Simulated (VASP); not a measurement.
A run of VASP 6.6.1:

The input INCAR:

```
  PREC = Accurate
  ENCUT = 520
  EDIFF = 1E-6
  ISMEAR = 0
  SIGMA = 0.05
  LREAL = False
  LASPH = True
  NELM = 80
  ALGO = Normal
  ISIF = 2
  LWAVE = False
  LCHARG = False
  GGA = PS
  NBANDS = 16
```

Contents of KPOINTS:

```
Automatic mesh
0
Gamma
  9 9 6
```

File POSCAR:

```
AlN
1.0
    3.3608019978      0.0000000000      0.0000000000
   -1.6804009989      2.9105399071      0.0000000000
    0.0000000000      0.0000000000      4.2826699857
Al N
2 2
Direct
    0.3333333333      0.6666666667      0.7500000000
    0.6666666667      0.3333333333      0.2500000000
    0.3333333333      0.6666666667      0.2500000000
    0.6666666667      0.3333333333      0.7500000000
```

Potentials or basis: VASP PAW PBE potentials, release 64 (Al, N).

Launch:

```bash
$ cat potpaw_PBE.64/Al/POTCAR potpaw_PBE.64/N/POTCAR > POTCAR
$ mpirun -np 1 vasp_std > vasp.out
```

Hardware: 1 thread of Intel(R) Xeon(R) 6975P-C (Granite Rapids), on a shared host.

**Question.** How long does it take, and how much memory?

**Answer.** It took 12 s on 1 thread of Intel(R) Xeon(R) 6975P-C (Granite Rapids), with other jobs on the host, peak memory 0.17 GiB. Counts: scf iterations 13, k points 48.
